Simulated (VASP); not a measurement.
# Cu in VASP: further runs, part 2 of 2

VASP 6.6.1. Earlier steps stand in the parts before.

### Step 3. Single point, PBEsol

This run uses another cell than the first one.

INCAR reads:

```
SYSTEM = Cu
PREC     = Accurate       ! precision mode
ENCUT    = 520            ! plane-wave cutoff, eV
EDIFF    = 1E-6           ! SCF threshold, eV
ISMEAR   = -1             ! smearing method
SIGMA    = 0.1            ! smearing width, eV
LREAL    = .FALSE.        ! projectors in reciprocal space
LASPH    = .TRUE.         ! aspherical terms in the spheres
NELM     = 80             ! most SCF steps
ALGO     = Normal         ! electronic algorithm
ISIF     = 2              ! what is computed and relaxed
LWAVE    = .FALSE.        ! write WAVECAR
LCHARG   = .FALSE.        ! write CHGCAR
LDIPOL   = .TRUE.       
IDIPOL   = 3            
DIPOL    = 0.5 0.5 0.500
GGA      = PS             ! functional
NBANDS   = 36             ! bands
```

KPOINTS reads:

```
Automatic mesh
0
G
  16 12 1
  0 0 0
```

POSCAR reads:

```
Cu
1.0
    2.5195991541      0.0000000000      0.0000000000
    0.0000000000      3.5632512955      0.0000000000
    0.0000000000      0.0000000000     21.0392000000
Cu
5
Direct
    0.0000000000      0.0000000000      0.3802426351
    0.5000000000      0.5000000000      0.4401213174
    0.0000000000      0.0000000000      0.5000000000
    0.5000000000      0.5000000000      0.5598786826
    0.0000000000      0.0000000000      0.6197573649
```

Potentials or basis: VASP PAW PBE potentials, release 64 (Cu).

Command:

```
$ cat potpaw_PBE.64/Cu/POTCAR > POTCAR
$ mpirun -np 1 vasp_std > vasp.out
```

Run time: 8.2 min. Hardware: 1 thread of Intel Xeon Platinum 8488C (Sapphire Rapids), shared host; peak memory 0.47 GiB.

Results (log left out):

* Free energy: -19.4072 eV
* Largest force: 0.428 eV/Å
* Band gap on the k mesh: zero (an odd number of electrons rules out a gap without spin polarisation)

Forces in eV/Å, atoms in the order of the input:
```
Cu   0.000  0.000  0.428
Cu   0.000  0.000 -0.415
Cu   0.000  0.000  0.000
Cu   0.000  0.000  0.415
Cu   0.000  0.000 -0.428
```

Levels at points of the mesh, in eV from the Fermi level:
| k point | band 24 | band 25 | band 26 | band 27 | band 28 | band 29 | band 30 | band 31 | band 32 | band 33 |
| --- | --- | --- | --- | --- | --- | --- | --- | --- | --- | --- |
| (0.00, 0.00, 0.00) | -1.65 | -1.56 | -1.50 | -1.40 | -1.26 | 0.51 | 2.76 | 3.00 | 4.45 | 4.51 |
| (0.50, 0.00, 0.00) | -1.48 | -1.41 | -0.03 | 0.07 | 0.78 | 0.93 | 1.80 | 4.73 | 5.39 | 8.19 |
| (0.00, 0.50, 0.00) | -1.54 | -1.52 | -1.52 | -1.48 | -1.46 | -1.11 | -0.34 | 1.00 | 1.85 | 5.40 |
| (0.50, 0.50, 0.00) | -1.40 | -1.34 | 0.22 | 0.43 | 2.72 | 3.22 | 4.26 | 4.35 | 4.98 | 5.33 |

Caveat: the PAW data sets were made with another functional, which shifts forces and pressure a little.

### Step 4. Single point, PBEsol

This run uses another cell than the first one.

INCAR reads:

```
ALGO = Normal ; DIPOL = 0.5 0.5 0.500
EDIFF = 1E-7 ; ENCUT = 520
GGA = PS ; IDIPOL = 3
ISIF = 2 ; ISMEAR = -1
LASPH = True ; LCHARG = False
LDIPOL = True ; LREAL = False
LWAVE = False ; NBANDS = 36
NELM = 60 ; PREC = Accurate
SIGMA = 0.1
```

KPOINTS reads:

```
k-points
0
Gamma
  16 12 1
```

POSCAR reads:

```
Cu
1.0
    2.5195991541      0.0000000000      0.0000000000
    0.0000000000      3.5632512955      0.0000000000
    0.0000000000      0.0000000000     21.0392000000
Cu
5
Direct
    0.0000000000      0.0000000000      0.3842125874
    0.5000000000      0.5000000000      0.4384884403
    0.0000000000      0.0000000000      0.4999999782
    0.5000000000      0.5000000000      0.5615115702
    0.0000000000      0.0000000000      0.6157874238
```

Potentials or basis: VASP PAW PBE potentials, release 64 (Cu).

Command:

```
$ cat potpaw_PBE.64/Cu/POTCAR > POTCAR
$ mpirun -np 1 vasp_std > vasp.out
```

OUTCAR:

```text
EDIFF = 1E-7
   ENCUT = 520
   GGA = PS
   ISIF = 2
   ISMEAR = -1
   LASPH = True
   LREAL = False
   NELM = 60
   PREC = Accurate

 ion  position               nearest neighbor table
   1  0.000  0.000  0.384-   3 2.44   2 2.46   2 2.46   2 2.46   2 2.46
   2  0.500  0.500  0.438-   1 2.46   1 2.46   1 2.46   1 2.46   3 2.54   3 2.54   3 2.54   3 2.54
                             4 2.59
   3  0.000  0.000  0.500-   1 2.44   5 2.44   2 2.54   2 2.54   2 2.54   2 2.54   4 2.54   4 2.54
                             4 2.54   4 2.54
   4  0.500  0.500  0.562-   5 2.46   5 2.46   5 2.46   5 2.46   3 2.54   3 2.54   3 2.54   3 2.54
                             2 2.59
   5  0.000  0.000  0.616-   3 2.44   4 2.46   4 2.46   4 2.46   4 2.46

  LATTYP: Found a simple orthorhombic cell.
 ALAT       =     2.5195991541
 B/A-ratio  =     1.4142135624
 C/A-ratio  =     8.3502171231
[... 1145 lines left out ...]
  in kB      -13.8077334    -12.2498129      1.2746563      0.0000000      0.0000000      0.0000000
  external PRESSURE =      -8.2609633 kB  Pullay stress =       0.0000000 kB

 VOLUME and BASIS-vectors are now :
 -----------------------------------------------------------------------------
  energy-cutoff  :      520.00
  volume of cell :      188.89
      direct lattice vectors                 reciprocal lattice vectors
     2.519599154  0.000000000  0.000000000     0.396888528  0.000000000  0.000000000
     0.000000000  3.563251296  0.000000000     0.000000000  0.280642570  0.000000000
     0.000000000  0.000000000 21.039200000     0.000000000  0.000000000  0.047530324

 POSITION                                       TOTAL-FORCE (eV/Angst)
 -----------------------------------------------------------------------------------
      0.00000      0.00000      8.08353         0.000000      0.000000     -0.038525
      1.25980      1.78163      9.22545         0.000000     -0.000000      0.000111
      0.00000      0.00000     10.51960         0.000000      0.000000      0.000000
      1.25980      1.78163     11.81375         0.000000      0.000000     -0.000111
      0.00000      0.00000     12.95567         0.000000      0.000000      0.038525
 -----------------------------------------------------------------------------------
    total drift:                               -0.000000     -0.000000      0.000003

  FREE ENERGIE OF THE ION-ELECTRON SYSTEM (eV)
  ---------------------------------------------------
  free  energy   TOTEN  =       -19.4555351502 eV

  energy  without entropy=      -19.3989976606  energy(sigma->0) =      -19.42726641

 vacuum level on the upper side and lower side of the slab         3.693         3.694
```

It took 8.8 min on 1 thread of Intel Xeon Platinum 8488C (Sapphire Rapids), shared host; peak memory 0.48 GiB.

Results:

* Free energy: -19.4555 eV
* Largest force: 0.039 eV/Å
* Band gap on the k mesh: zero (an odd number of electrons rules out a gap without spin polarisation)

Forces on the atoms (eV/Å):
```
Cu   0.000  0.000 -0.039
Cu   0.000  0.000  0.000
Cu   0.000  0.000  0.000
Cu   0.000  0.000  0.000
Cu   0.000  0.000  0.039
```

Caveat: the PAW data sets were made with another functional, which shifts forces and pressure a little.

### Step 5. Summary

```csv
cell,gap on the mesh (eV),largest force (eV/Å)
"a = 2.520, b = 3.563, c = 26.872 Å, 5 atoms, atomic positions A",none,0.04
"a = 2.520, b = 3.563, c = 21.039 Å, 5 atoms, atomic positions B",none,0.43
"a = 2.520, b = 3.563, c = 21.039 Å, 5 atoms, atomic positions A",none,0.04
```

Alike in all rows: task single point; level PBEsol; potentials or basis VASP PAW PBE potentials, release 64 (Cu); no spin polarisation; k mesh 16 × 12 × 1; cutoff (eV) 520; smearing fermi-dirac 0.1 eV.

Caveats: the PAW data sets were made with another functional, which shifts forces and pressure a little.

Total energies depend on the potentials used, so only differences within one code and one set of settings carry meaning.
